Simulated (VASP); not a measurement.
A run of VASP 6.6.1:

INCAR

```
PREC = Accurate ; ENCUT = 520
EDIFF = 1E-8 ; ISMEAR = -1
SIGMA = 0.05 ; LREAL = False
LASPH = True ; NELM = 100
ALGO = Normal ; ISIF = 2
LWAVE = False ; LCHARG = False
GGA = PS ; LEFG = True
NBANDS = 15
```

File KPOINTS:

```
regular mesh
0
Gamma
  15 15 9
```

Contents of POSCAR:

```
Os
1.0
    2.7340999755      0.0000000000      0.0000000000
   -1.3670499878      2.3678000353      0.0000000000
    0.0000000000      0.0000000000      4.2333060000
Os
2
Direct
    0.3333333333      0.6666666667      0.2500000000
    0.6666666667      0.3333333333      0.7500000000
```

Potentials or basis: VASP PAW PBE potentials, release 64 (Os).

Launch:

```sh
$ cat potpaw_PBE.64/Os/POTCAR > POTCAR
$ mpirun -np 1 vasp_std > vasp.out
```

Hardware: 1 thread of Intel(R) Xeon(R) Platinum 8375C CPU @ 2.90GHz (Ice Lake) (shared host).

Problem. Estimate the wall time of this run.

Solution. Run time: 32 s on 1 thread of Intel(R) Xeon(R) Platinum 8375C CPU @ 2.90GHz (Ice Lake) (shared host), peak memory 0.17 GiB. Counts: scf iterations 16, k points 135.
